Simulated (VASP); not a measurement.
# Ga4As3P (P-43m) in VASP: relaxation of cell and atoms with PBE

Aim: the relaxation of cell and atoms of Ga4As3P with PBE.

Everything below comes from runs of VASP 6.6.1. Logs are shortened: lines on timing, memory, paths and dates and some standing lists are left out, and cuts for length are marked.

**1. The cell of the first run**

Symmetry: P-43m, No. 215, cubic system. Conventional cell: a = 5.676 Å, b = 5.676 Å, c = 5.676 Å, α = 90.00°, β = 90.00°, γ = 90.00°. Ga (site symmetry 3m) has 1 P at 2.41 Å and 3 As at 2.47 Å within 3.2 Å. P (site symmetry -43m) has 4 Ga at 2.41 Å within 3.2 Å. Within 3.3 Å of As (site symmetry -42m) lie 4 Ga at 2.47 Å.

**2. Relaxation of cell and atoms, PBE**

INCAR

```
ALGO     = Normal         # electronic algorithm
EDIFF    = 1E-6           # SCF threshold, eV
EDIFFG   = -0.01          # ionic threshold
ENCUT    = 600            # plane-wave cutoff, eV
GGA      = PE             # functional
IBRION   = 2              # ionic algorithm
ISIF     = 3              # what is computed and relaxed
ISMEAR   = 0              # smearing method
LASPH    = T              # aspherical terms in the spheres
LCHARG   = F              # write CHGCAR
LREAL    = F              # projectors in reciprocal space
LWAVE    = F              # write WAVECAR
NELM     = 100            # most SCF steps
NSW      = 100            # ionic steps
PREC     = Accurate       # precision mode
SIGMA    = 0.02           # smearing width, eV
```

KPOINTS

```
k-points
0
Gamma
  6 6 6
```

POSCAR

```
Ga4As3P
1.0
    5.6758742487      0.0000000000      0.0000000000
    0.0000000000      5.6758742487      0.0000000000
    0.0000000000      0.0000000000      5.6758742487
Ga P As
4 1 3
Direct
    0.2454672602      0.7545327398      0.2454672602
    0.2454672602      0.2454672602      0.7545327398
    0.7545327398      0.7545327398      0.7545327398
    0.7545327398      0.2454672602      0.2454672602
    0.0000000000      0.0000000000      0.0000000000
    0.0000000000      0.5000000000      0.5000000000
    0.5000000000      0.5000000000      0.0000000000
    0.5000000000      0.0000000000      0.5000000000
```

Potentials or basis: VASP PAW PBE potentials, release 64 (Ga_d, P, As).

Started as:

```console
> cat potpaw_PBE.64/Ga_d/POTCAR potpaw_PBE.64/P/POTCAR potpaw_PBE.64/As/POTCAR > POTCAR
> mpirun -np 1 vasp_std > vasp.out
```

OUTCAR:

```text
EDIFF = 1E-6
   EDIFFG = -0.01
   ENCUT = 600
   GGA = PE
   IBRION = 2
   ISIF = 3
   ISMEAR = 0
   LASPH = T
   LREAL = F
   NELM = 100
   NSW = 100
   PREC = Accurate

 ion  position               nearest neighbor table
   1  0.245  0.755  0.245-   5 2.41   6 2.47   7 2.47   8 2.47
   2  0.245  0.245  0.755-   5 2.41   6 2.47   7 2.47   8 2.47
   3  0.755  0.755  0.755-   5 2.41   6 2.47   7 2.47   8 2.47
   4  0.755  0.245  0.245-   5 2.41   6 2.47   7 2.47   8 2.47
   5  0.000  0.000  0.000-   1 2.41   2 2.41   3 2.41   4 2.41
   6  0.000  0.500  0.500-   1 2.47   2 2.47   3 2.47   4 2.47
   7  0.500  0.500  0.000-   1 2.47   2 2.47   3 2.47   4 2.47
   8  0.500  0.000  0.500-   1 2.47   2 2.47   3 2.47   4 2.47

  LATTYP: Found a simple cubic cell.
 ALAT       =     5.6758742487

  Lattice vectors:

 A1 = (   5.6758742487,   0.0000000000,   0.0000000000)
 A2 = (   0.0000000000,   5.6758742487,   0.0000000000)
 A3 = (   0.0000000000,   0.0000000000,   5.6758742487)

Analysis of symmetry for initial positions (statically):
=====================================================================
 Subroutine PRICEL returns:
 Original cell was already a primitive cell.

 Routine SETGRP: Setting up the symmetry group for a
 simple cubic supercell.

 Subroutine GETGRP returns: Found 24 space group operations
 (whereof 24 operations were pure point group operations)
 out of a pool of 48 trial point group operations.

The static configuration has the point symmetry T_d .

Analysis of symmetry for dynamics (positions and initial velocities):
=====================================================================
 Subroutine PRICEL returns:
 Original cell was already a primitive cell.

 Routine SETGRP: Setting up the symmetry group for a
 simple cubic supercell.

 Subroutine GETGRP returns: Found 24 space group operations
 (whereof 24 operations were pure point group operations)
 out of a pool of 48 trial point group operations.

The dynamic configuration has the point symmetry T_d .

 Subroutine INISYM returns: Found 24 space group operations
 (whereof 24 operations are pure point group operations),
 and found     1 'primitive' translations

----------------------------------------------------------------------------------------

                                     Primitive cell

  volume of cell :     182.8514

  direct lattice vectors                    reciprocal lattice vectors
     5.675874249  0.000000000  0.000000000     0.176184312  0.000000000  0.000000000
     0.000000000  5.675874249  0.000000000     0.000000000  0.176184312  0.000000000
     0.000000000  0.000000000  5.675874249     0.000000000  0.000000000  0.176184312

  length of vectors
     5.675874249  5.675874249  5.675874249     0.176184312  0.176184312  0.176184312

  position of ions in fractional coordinates (direct lattice)
     0.245467260  0.754532740  0.245467260
     0.245467260  0.245467260  0.754532740
     0.754532740  0.754532740  0.754532740
     0.754532740  0.245467260  0.245467260
     0.000000000  0.000000000  0.000000000
     0.000000000  0.500000000  0.500000000
     0.500000000  0.500000000  0.000000000
     0.500000000  0.000000000  0.500000000

  ion indices of the primitive-cell ions
   primitive index   ion index
                 1           1
                 2           2
                 3           3
                 4           4
                 5           5
[... 82 lines left out ...]
   NUPDOWN=      -1.0000    fix difference up-down
   EMIN   =  10.00;   EMAX   =-10.00  energy-range for DOS
   EFERMI =   0.00;   METHOD = LEGACY
   ISMEAR =     0;   SIGMA  =   0.02  broadening in eV -4-tet -1-fermi 0-gaus
   EFERMI_NEDOS =   21; number of points for ismear=-14 and -15
   IALGO  =     38    algorithm
   IMIX   =      4    mixing-type and parameters
     AMIX     =   0.40;   BMIX     =  1.00
     AMIX_MAG =   1.60;   BMIX_MAG =  1.00
  volume/ion in A,a.u.               =      22.86       154.24
  Fermi-wavevector in a.u.,A,eV,Ry     =   1.199922  2.267523 19.589832  1.439812
  Thomas-Fermi vector in A             =   2.335771
   LORBIT       =      0    0 simple, 1 ext, 2 COOP (PROOUT), +10 PAW based schemes
   GGA     = PE    functional components
   LHFCALC =     F    Hartree Fock is set to
   AEXX    =    0.0000 exact exchange contribution
   IVDW    =     0    specifies the selected vdW correction
   LEPSILON=     F    determine dielectric tensor
   LRPA    =     F    only Hartree local field effects (RPA)
 conjugate gradient relaxation of ions
 non-spin polarized calculation
 Gauss-broadening in eV      SIGMA  =   0.02
  energy-cutoff  :      600.00
  volume of cell :      182.85
 maximum number of plane-waves:      6152
 NGX is ok and might be reduce to    48
   NGX = 23   NGY = 23   NGZ = 23

--------------------------------------- Ionic step        1  -------------------------------------------

 number of electron      71.9999967 magnetization

 Free energy of the ion-electron system (eV)
  ---------------------------------------------------
  ext. energy  EPLUGINS =         0.00000000
  ---------------------------------------------------
  free energy    TOTEN  =       -33.89860072 eV

  energy without entropy =      -33.89860072  energy(sigma->0) =      -33.89860072

------------------------ aborting loop because EDIFF is reached ----------------------------------------

  FORCE on cell =-STRESS in cart. coord.  units (eV):
  Direction    XX          YY          ZZ          XY          YZ          ZX
  --------------------------------------------------------------------------------------
  -------------------------------------------------------------------------------------
  Total        0.4166141      0.4166141      0.4166141      0.0000000      0.0000000      0.0000000
  in kB        3.6504489      3.6504489      3.6504489      0.0000000      0.0000000      0.0000000
  external PRESSURE =       3.6504489 kB  Pullay stress =       0.0000000 kB

 VOLUME and BASIS-vectors are now :
 -----------------------------------------------------------------------------
  energy-cutoff  :      600.00
  volume of cell :      182.85
      direct lattice vectors                 reciprocal lattice vectors
     5.675874249  0.000000000  0.000000000     0.176184312  0.000000000  0.000000000
     0.000000000  5.675874249  0.000000000     0.000000000  0.176184312  0.000000000
     0.000000000  0.000000000  5.675874249     0.000000000  0.000000000  0.176184312

 POSITION                                       TOTAL-FORCE (eV/Angst)
 -----------------------------------------------------------------------------------
      1.39324      4.28263      1.39324        -0.015381      0.015381     -0.015381
      1.39324      1.39324      4.28263        -0.015381     -0.015381      0.015381
      4.28263      4.28263      4.28263         0.015381      0.015381      0.015381
      4.28263      1.39324      1.39324         0.015381     -0.015381     -0.015381
      0.00000      0.00000      0.00000         0.000000      0.000000      0.000000
      0.00000      2.83794      2.83794         0.000000      0.000000      0.000000
      2.83794      2.83794      0.00000         0.000000     -0.000000      0.000000
      2.83794      0.00000      2.83794         0.000000     -0.000000      0.000000
 -----------------------------------------------------------------------------------
    total drift:                               -0.000000     -0.000000      0.000000

  FREE ENERGIE OF THE ION-ELECTRON SYSTEM (eV)
  ---------------------------------------------------
  free  energy   TOTEN  =       -33.8986007178 eV

  energy  without entropy=      -33.8986007178  energy(sigma->0) =      -33.89860072

--------------------------------------- Ionic step        2  -------------------------------------------

 number of electron      71.9999960 magnetization

 Free energy of the ion-electron system (eV)
  ---------------------------------------------------
  ext. energy  EPLUGINS =         0.00000000
  ---------------------------------------------------
  free energy    TOTEN  =       -33.89998092 eV

  energy without entropy =      -33.89998092  energy(sigma->0) =      -33.89998092

 E-fermi :   3.7652     XC(G=0):  -9.4422

 val. band max:        3.6807508479   @ k =   0.0000   0.0000   0.0000
 cond. band min:       4.1423976400   @ k =   0.0000   0.0000   0.0000
 fundamental gap:      0.4616467922
 Fermi energy:         3.7651882965

 k-point     1 :       0.0000    0.0000    0.0000
  band No.  band energies     occupation
      1     -11.1049      2.00000
      2     -11.1049      2.00000
      3     -11.0952      2.00000
      4     -11.0065      2.00000
      5     -11.0065      2.00000
      6     -11.0065      2.00000
[... 909 lines left out ...]
     42       8.0852      0.00000
     43       8.3178      0.00000

------------------------ aborting loop because EDIFF is reached ----------------------------------------

  FORCE on cell =-STRESS in cart. coord.  units (eV):
  Direction    XX          YY          ZZ          XY          YZ          ZX
  --------------------------------------------------------------------------------------
  -------------------------------------------------------------------------------------
  Total       -0.0217931     -0.0217931     -0.0217931      0.0000000      0.0000000     -0.0000000
  in kB       -0.1895235     -0.1895235     -0.1895235      0.0000000      0.0000000     -0.0000000
  external PRESSURE =      -0.1895235 kB  Pullay stress =       0.0000000 kB

 VOLUME and BASIS-vectors are now :
 -----------------------------------------------------------------------------
  energy-cutoff  :      600.00
  volume of cell :      184.23
      direct lattice vectors                 reciprocal lattice vectors
     5.690133869 -0.000000000  0.000000000     0.175742790 -0.000000000  0.000000000
     0.000000000  5.690133869 -0.000000000     0.000000000  0.175742790  0.000000000
    -0.000000000  0.000000000  5.690133869    -0.000000000  0.000000000  0.175742790

 POSITION                                       TOTAL-FORCE (eV/Angst)
 -----------------------------------------------------------------------------------
      1.39600      4.29414      1.39600        -0.004564      0.004564     -0.004564
      1.39600      1.39600      4.29414        -0.004564     -0.004564      0.004564
      4.29414      4.29414      4.29414         0.004564      0.004564      0.004564
      4.29414      1.39600      1.39600         0.004564     -0.004564     -0.004564
      0.00000     -0.00000      0.00000        -0.000000     -0.000000     -0.000000
     -0.00000      2.84507      2.84507        -0.000000     -0.000000     -0.000000
      2.84507      2.84507     -0.00000        -0.000000     -0.000000     -0.000000
      2.84507      5.69013      2.84507        -0.000000     -0.000000     -0.000000
 -----------------------------------------------------------------------------------
    total drift:                               -0.000000     -0.000000     -0.000000

  FREE ENERGIE OF THE ION-ELECTRON SYSTEM (eV)
  ---------------------------------------------------
  free  energy   TOTEN  =       -33.8999809196 eV

  energy  without entropy=      -33.8999809196  energy(sigma->0) =      -33.89998092

 reached required accuracy - stopping structural energy minimisation
```

Run time: 5 min. Hardware: 1 thread of Intel Xeon 6975P-C, shared host; peak memory 0.44 GiB.

What came out:

```yaml
Free_energy: -33.9000 eV
Relaxed_volume: 23.03 Å³/atom
Relaxed_cell: a = 5.690 Å, b = 5.690 Å, c = 5.690 Å, α = 90.00°, β = 90.00°, γ = 90.00°
Space_group_after_relaxing_to_0.05_Å: P-43m (No. 215)
Energy_gained_by_relaxing: 0.2 meV/atom
Ionic_steps: 2
Pressure_after_relaxing: 0.0 GPa
Largest_force_after_relaxing: 0.008 eV/Å
Band_gap_on_the_k_mesh: 0.46 eV, direct
```

Forces on the atoms (eV/Å):
```
Ga  -0.005  0.005 -0.005
Ga  -0.005 -0.005  0.005
Ga   0.005  0.005  0.005
Ga   0.005 -0.005 -0.005
P    0.000  0.000  0.000
As   0.000  0.000  0.000
As   0.000  0.000  0.000
As   0.000  0.000  0.000
```

Step by step:
```tsv
step	energy change (eV)	largest force (eV/Å)	pressure (GPa)	volume (Å³)
1	0.0000	0.0266	0.37	182.85
2	-0.0014	0.0079	-0.02	184.23
```

Final structure:
```
Ga P As
1.0
     5.69013    0.00000    0.00000
     0.00000    5.69013    0.00000
     0.00000    0.00000    5.69013
Ga P As
4 1 3
Cartesian
  1.3960 4.2941 1.3960
  1.3960 1.3960 4.2941
  4.2941 4.2941 4.2941
  4.2941 1.3960 1.3960
  0.0000 0.0000 0.0000
  0.0000 2.8451 2.8451
  2.8451 2.8451 0.0000
  2.8451 5.6901 2.8451
```

A hybrid or GW would open this gap; PBE tends to underestimate it.
